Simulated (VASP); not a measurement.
A run of VASP 6.6.1 is set up as follows.

Contents of INCAR:

```
PREC = Accurate
ENCUT = 520
EDIFF = 1E-6
ISMEAR = 0
SIGMA = 0.15
LREAL = False
LASPH = True
NELM = 60
ALGO = Normal
ISIF = 2
LWAVE = False
LCHARG = True
GGA = PS
LELF = True
LVHAR = True
NBANDS = 20
```

Contents of KPOINTS:

```
Automatic mesh
0
Gamma
  15 15 8
```

File POSCAR:

```
Ta2N
1.0
    3.0782595490      0.0000000000      0.0000000000
   -1.5391297745      2.6658509688      0.0000000000
    0.0000000000      0.0000000000      5.0771894162
Ta N
2 1
Direct
    0.6666666667      0.3333333333      0.7463700642
    0.3333333333      0.6666666667      0.2536299358
    0.0000000000      0.0000000000      0.0000000000
```

Potentials or basis: VASP PAW PBE potentials, release 64 (Ta_pv, N).

Run with:

```console
$ cat potpaw_PBE.64/Ta_pv/POTCAR potpaw_PBE.64/N/POTCAR > POTCAR
$ mpirun -np 1 vasp_std > vasp.out
```

Q: What does it give for the pressure?

A: -13.2 GPa.

Q: What does it give for the largest force?

A: 0.076 eV/Å.

Q: What does it give for the band gap on the k mesh?

A: Zero (an odd number of electrons rules out a gap without spin polarisation).

Stress tensor (GPa, compression positive):
```
-10.09   0.00   0.00
  0.00 -10.09   0.00
  0.00   0.00 -19.39
```

Caveat: the cell differs from its parent crystal (engineering shear strain xy +0.0000, normal strain along z +0.0525); the cell stands under tension; the PAW data sets were made with another functional, which shifts forces and pressure a little; spin-orbit coupling is left out, which moves the levels of the heavy elements.
